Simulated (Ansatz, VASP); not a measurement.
## Zr: VASP beside Ansatz

INCAR

```
  ALGO = Normal
  EDIFF = 1E-7
  ENCUT = 520
  GGA = PE
  ISIF = 2
  ISMEAR = 0
  LASPH = True
  LCHARG = True
  LELF = True
  LREAL = False
  LVHAR = True
  LWAVE = False
  NBANDS = 25
  NELM = 60
  PREC = Accurate
  SIGMA = 0.1
```

The input KPOINTS:

```
k-points
0
Gamma
  4 4 4
```

File POSCAR:

```
Zr
1.0
    4.2413265000      0.0000000000      0.0000000000
    0.0000000000      4.2413265000      0.0000000000
    0.0000000000      0.0000000000      4.2413265000
Zr
3
Direct
    0.5000000000      0.0000000000      0.0000000000
    0.0000000000      0.5000000000      0.0000000000
    0.0000000000      0.0000000000      0.5000000000
```

Input for Ansatz:

```yaml
crystal:
  lattice:
    - [4.2413265, 0.0, 0.0]
    - [0.0, 4.2413265, 0.0]
    - [0.0, 0.0, 4.2413265]
  atoms:
    - { symbol: Zr, position: [0.5, 0.0, 0.0] }
    - { symbol: Zr, position: [0.0, 0.5, 0.0] }
    - { symbol: Zr, position: [0.0, 0.0, 0.5] }
basis:
  ecutwfc: 420
kpoints:
  mp_grid: { grid: [4, 4, 4] }
hamiltonian:
  xc: pbe
scf:
  occupations: { method: gaussian, width: 0.1 }
  lower_state_search: "off"
output:
  forces: true
  stress: true
  eigenvalues: true
```

Alike in both runs: task single point; functional PBE; k mesh 4 × 4 × 4; occupations gaussian, width 0.1 eV; no spin polarisation.

|  | VASP | Ansatz |
| --- | --- | --- |
| version | VASP 6.6.1 | Ansatz 0.2.0 |
| potentials or method | VASP PAW PBE potentials, release 64 (Zr_sv), cutoff 520 eV | scalar-relativistic, plane waves, PAW |
| valence electrons in the cell | 36 | 36 |

Ansatz gave:

| Item | Value |
| --- | --- |
| gap on the k mesh at the Fermi level (eV) | none |
| pressure (GPa) | 2.3 |

Q: Which values does VASP return?

A: gap on the k mesh at the Fermi level (eV): none; pressure (GPa): 2.4.

A gap of «none» marks a metal or a gap that the smearing closes.

The k mesh is coarse, so the values compare programs but aren't converged.
